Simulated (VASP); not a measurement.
# K (Pm-3m) in VASP: a series of runs

Runs on K. Level: BLYP. Tasks: single point, relaxation of cell and atoms.

Everything below comes from runs of VASP 6.6.1. Logs are shortened: lines on timing, memory, paths and dates and some standing lists are left out, and cuts for length are marked.

## 1. The cell of the first run

Symmetry: Pm-3m, No. 221, cubic system. Conventional cell: a = 4.409 Å, b = 4.409 Å, c = 4.409 Å, α = 90.00°, β = 90.00°, γ = 90.00°. K (site symmetry m-3m) has 6 K at 4.41 Å within 5.8 Å.

This isn't the form of K at room conditions, which is bcc.

## 2. Single point, BLYP

INCAR

```
SYSTEM = K
PREC = Accurate
ENCUT = 520
EDIFF = 1E-6
ISMEAR = -1
SIGMA = 0.1
LREAL = .False.
LASPH = .True.
NELM = 100
ALGO = Normal
ISIF = 2
LWAVE = .False.
LCHARG = .False.
GGA = B5
ALDAX = 1.0
AGGAX = 1.0
AGGAC = 1.0
ALDAC = 0.0
NBANDS = 10
```

KPOINTS

```
Automatic mesh
0
Gamma
  12 12 12
  0 0 0
```

POSCAR

```
K
1.0
    4.4089722055      0.0000000000      0.0000000000
    0.0000000000      4.4089722055      0.0000000000
    0.0000000000      0.0000000000      4.4089722055
K
1
Direct
    0.0000000000      0.0000000000      0.0000000000
```

Potentials or basis: VASP PAW PBE potentials, release 64 (K_sv).

Started as:

```sh
cat potpaw_PBE.64/K_sv/POTCAR > POTCAR
mpirun -np 1 vasp_std > vasp.out
```

OUTCAR:

```text
SYSTEM = K
   PREC = Accurate
   ENCUT = 520
   EDIFF = 1E-6
   ISMEAR = -1
   LREAL = .False.
   LASPH = .True.
   NELM = 100
   ISIF = 2
   GGA = B5

 ion  position               nearest neighbor table
   1  0.000  0.000  0.000-

  LATTYP: Found a simple cubic cell.
 ALAT       =     4.4089722055

  Lattice vectors:

 A1 = (   4.4089722055,   0.0000000000,   0.0000000000)
 A2 = (   0.0000000000,   4.4089722055,   0.0000000000)
 A3 = (   0.0000000000,   0.0000000000,   4.4089722055)

Analysis of symmetry for initial positions (statically):
=====================================================================
 Subroutine PRICEL returns:
 Original cell was already a primitive cell.

 Routine SETGRP: Setting up the symmetry group for a
 simple cubic supercell.

 Subroutine GETGRP returns: Found 48 space group operations
 (whereof 48 operations were pure point group operations)
 out of a pool of 48 trial point group operations.

The static configuration has the point symmetry O_h .

Analysis of symmetry for dynamics (positions and initial velocities):
=====================================================================
 Subroutine PRICEL returns:
 Original cell was already a primitive cell.

 Routine SETGRP: Setting up the symmetry group for a
 simple cubic supercell.

 Subroutine GETGRP returns: Found 48 space group operations
 (whereof 48 operations were pure point group operations)
 out of a pool of 48 trial point group operations.

The dynamic configuration has the point symmetry O_h .

 Subroutine INISYM returns: Found 48 space group operations
 (whereof 48 operations are pure point group operations),
 and found     1 'primitive' translations

----------------------------------------------------------------------------------------

                                     Primitive cell

  volume of cell :      85.7062

  direct lattice vectors                    reciprocal lattice vectors
     4.408972205  0.000000000  0.000000000     0.226810230  0.000000000  0.000000000
     0.000000000  4.408972205  0.000000000     0.000000000  0.226810230  0.000000000
     0.000000000  0.000000000  4.408972205     0.000000000  0.000000000  0.226810230

  length of vectors
     4.408972205  4.408972205  4.408972205     0.226810230  0.226810230  0.226810230

  position of ions in fractional coordinates (direct lattice)
     0.000000000  0.000000000  0.000000000
[... 79 lines left out ...]
   NSW    =      0    number of steps for IOM
   IBRION =     -1    ionic relax: 0-MD 1-quasi-New 2-CG
   NFREE  =      0    steps in history (QN), initial steepest desc. (CG)
   ISIF   =      2    stress and relaxation
   ISYM   =      2    0-nonsym 1-usesym 2-fastsym
   POTIM  = 0.5000    time-step for ionic-motion
   TEBEG  =    0.0;   TEEND  =   0.0 temperature during run
   PSTRESS=    0.0 pullay stress
   NELECT =       9.0000    total number of electrons
   NUPDOWN=      -1.0000    fix difference up-down
   EMIN   =  10.00;   EMAX   =-10.00  energy-range for DOS
   EFERMI =   0.00;   METHOD = LEGACY
   ISMEAR =    -1;   SIGMA  =   0.10  broadening in eV -4-tet -1-fermi 0-gaus
   EFERMI_NEDOS =   21; number of points for ismear=-14 and -15
   IALGO  =     38    algorithm
   IMIX   =      4    mixing-type and parameters
     AMIX     =   0.40;   BMIX     =  1.00
     AMIX_MAG =   1.60;   BMIX_MAG =  1.00
  volume/ion in A,a.u.               =      85.71       578.37
  Fermi-wavevector in a.u.,A,eV,Ry     =   0.772357  1.459544  8.116364  0.596536
  Thomas-Fermi vector in A             =   1.873972
   LORBIT       =      0    0 simple, 1 ext, 2 COOP (PROOUT), +10 PAW based schemes
   GGA     = B5    functional components
   LHFCALC =     F    Hartree Fock is set to
   AEXX    =    0.0000 exact exchange contribution
   IVDW    =     0    specifies the selected vdW correction
   LEPSILON=     F    determine dielectric tensor
   LRPA    =     F    only Hartree local field effects (RPA)
 non-spin polarized calculation
  energy-cutoff  :      520.00
  volume of cell :       85.71
 maximum number of plane-waves:      2332
 NGX is ok and might be reduce to    36
   NGX = 17   NGY = 17   NGZ = 17

 number of electron       9.0000001 magnetization

 Free energy of the ion-electron system (eV)
  ---------------------------------------------------
  ext. energy  EPLUGINS =         0.00000000
  ---------------------------------------------------
  free energy    TOTEN  =        -0.63589029 eV

  energy without entropy =       -0.60926283  energy(sigma->0) =       -0.62257656

 E-fermi :   0.0011     XC(G=0):  -4.8610

 val. band max:       -0.0080756299   @ k =   0.3333   0.2500   0.2500
 cond. band min:       0.0257340301   @ k =   0.4167   0.2500   0.0833
 fundamental gap:      0.0338096599
 Fermi energy:         0.0011235481

 k-point     1 :       0.0000    0.0000    0.0000
  band No.  band energies     occupation
      1     -32.4238      2.00000
      2     -15.9567      2.00000
      3     -15.9567      2.00000
      4     -15.9567      2.00000
      5      -1.9491      2.00000
      6       2.7048      0.00000
      7       2.7048      0.00000
      8       5.6774      0.00000
      9       5.6774      0.00000
     10       5.6775      0.00000
[... 287 lines left out ...]
 k-point    24 :       0.4167    0.3333    0.0000
  band No.  band energies     occupation
      1     -32.4186      2.00000
      2     -16.0142      2.00000
      3     -16.0008      2.00000
      4     -15.9473      2.00000
      5       0.3355      0.06822
      6       1.4255      0.00000
      7       2.4322      0.00000
      8       3.1891      0.00000
      9       4.6433      0.00000
     10       4.8910      0.00000

 [... further k-points ...]

------------------------ aborting loop because EDIFF is reached ----------------------------------------

  FORCE on cell =-STRESS in cart. coord.  units (eV):
  Direction    XX          YY          ZZ          XY          YZ          ZX
  --------------------------------------------------------------------------------------
  -------------------------------------------------------------------------------------
  Total        0.0006520      0.0006520      0.0006520      0.0000000      0.0000000     -0.0000000
  in kB        0.0121889      0.0121889      0.0121889      0.0000000      0.0000000     -0.0000000
  external PRESSURE =       0.0121889 kB  Pullay stress =       0.0000000 kB

 VOLUME and BASIS-vectors are now :
 -----------------------------------------------------------------------------
  energy-cutoff  :      520.00
  volume of cell :       85.71
      direct lattice vectors                 reciprocal lattice vectors
     4.408972205  0.000000000  0.000000000     0.226810230  0.000000000  0.000000000
     0.000000000  4.408972205  0.000000000     0.000000000  0.226810230  0.000000000
     0.000000000  0.000000000  4.408972205     0.000000000  0.000000000  0.226810230

 POSITION                                       TOTAL-FORCE (eV/Angst)
 -----------------------------------------------------------------------------------
      0.00000      0.00000      0.00000         0.000000      0.000000      0.000000
 -----------------------------------------------------------------------------------
    total drift:                                0.000000      0.000000     -0.000000

  FREE ENERGIE OF THE ION-ELECTRON SYSTEM (eV)
  ---------------------------------------------------
  free  energy   TOTEN  =        -0.6358902899 eV

  energy  without entropy=       -0.6092628254  energy(sigma->0) =       -0.62257656
```

OSZICAR:

```text
N       E                     dE             d eps       ncg     rms          rms(c)
DAV:   1     0.474661670515E+02    0.47466E+02   -0.34643E+03  1680   0.673E+02
DAV:   2     0.121139780997E+01   -0.46255E+02   -0.45521E+02  1818   0.187E+02
DAV:   3    -0.543849616659E+00   -0.17552E+01   -0.17492E+01  2584   0.300E+01
DAV:   4    -0.636825706349E+00   -0.92976E-01   -0.92725E-01  2450   0.539E+00
DAV:   5    -0.638090434000E+00   -0.12647E-02   -0.12643E-02  2496   0.566E-01    0.201E+00
DAV:   6    -0.636450008933E+00    0.16404E-02   -0.23313E-03  2548   0.324E-01    0.131E+00
DAV:   7    -0.635868249334E+00    0.58176E-03   -0.33809E-03  2514   0.350E-01    0.699E-02
DAV:   8    -0.635864827661E+00    0.34217E-05   -0.38688E-04  2504   0.183E-01    0.215E-02
DAV:   9    -0.635879658322E+00   -0.14831E-04   -0.20784E-05  2008   0.267E-02    0.102E-02
DAV:  10    -0.635888682350E+00   -0.90240E-05   -0.29298E-05  1900   0.247E-02    0.585E-03
DAV:  11    -0.635890155895E+00   -0.14735E-05   -0.42049E-06  2002   0.665E-03    0.218E-03
DAV:  12    -0.635890289867E+00   -0.13397E-06   -0.90204E-07  1800   0.352E-03
   1 F= -.63589029E+00 E0= -.62257656E+00  d E =-.266275E-01
```

stdout:

```text
POSCAR found type information on POSCAR K
 POSCAR found :  1 types and       1 ions
 scaLAPACK will be used
 -----------------------------------------------------------------------------
|                                                                             |
|                                                                             |
|     You enforced a specific xc type in the INCAR file but a different       |
|     I HOPE YOU KNOW WHAT YOU ARE DOING!                                     |
|                                                                             |
 -----------------------------------------------------------------------------

 LDA part: xc-table for (Slater(with rela. corr.)+VWN5), standard interpolation
 POSCAR, INCAR and KPOINTS ok, starting setup
 FFT: planning ... GRIDC
 FFT: planning ... GRID_SOFT
 FFT: planning ... GRID
 WAVECAR not read
 entering main loop
```

It took 58 s on 1 thread of Intel Xeon Platinum 8488C (Sapphire Rapids), shared host; peak memory 0.22 GiB.

What came out:

```yaml
Free_energy: -0.6359 eV
Pressure: 0.0 GPa
Band_gap_on_the_k_mesh: zero (an odd number of electrons rules out a gap without spin polarisation)
```

Levels at points of the mesh, in eV from the Fermi level:
| k point | band 1 | band 2 | band 3 | band 4 | band 5 | band 6 | band 7 | band 8 |
| --- | --- | --- | --- | --- | --- | --- | --- | --- |
| (0.00, 0.00, 0.00) | -32.42 | -15.96 | -15.96 | -15.96 | -1.95 | 2.70 | 2.70 | 5.68 |
| (0.50, 0.00, 0.00) | -32.42 | -16.03 | -15.95 | -15.95 | -0.18 | 0.35 | 3.22 | 4.35 |
| (0.50, 0.50, 0.00) | -32.42 | -16.02 | -16.02 | -15.95 | 1.31 | 1.72 | 2.06 | 2.06 |
| (0.50, 0.50, 0.50) | -32.42 | -16.01 | -16.01 | -16.01 | 2.26 | 2.26 | 2.26 | 3.90 |

Caveat: the PAW data sets were made with another functional, which shifts forces and pressure a little.

(Part 1 of 2 ends here.)
